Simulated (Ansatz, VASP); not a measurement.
**TiN: VASP beside Ansatz**

```xyz
2
Lattice="0.0000 2.1238 2.1238 2.1238 0.0000 2.1238 2.1238 2.1238 0.0000" Properties=species:S:1:pos:R:3 pbc="T T T"
Ti    0.0000    0.0000    0.0000
N     2.1238    2.1238    2.1238
```

Change from the starting cell: volume scaled by 1, PAW files.

Alike in both runs: task single point; functional PBE; k mesh 15 × 15 × 15; occupations fermi-dirac, width 0.1 eV; no spin polarisation.

|  | VASP | Ansatz |
| --- | --- | --- |
| version | VASP 6.6.1 | Ansatz 0.2.0 |
| potentials or method | VASP PAW PBE potentials, release 64 (Ti_sv, N) | PAW with Ansatz's default frozen-core files, scalar-relativistic |
| plane-wave cutoff (eV) | 520 | 420 |
| valence electrons in the cell | 17 | 17 |

VASP gave:

```
pressure (GPa) : 0.4
```

Question: What did Ansatz give for the same quantities?

Answer: Pressure (GPa): 0.0.

With one functional, cell and mesh, what is left measures potentials, basis and numerics.
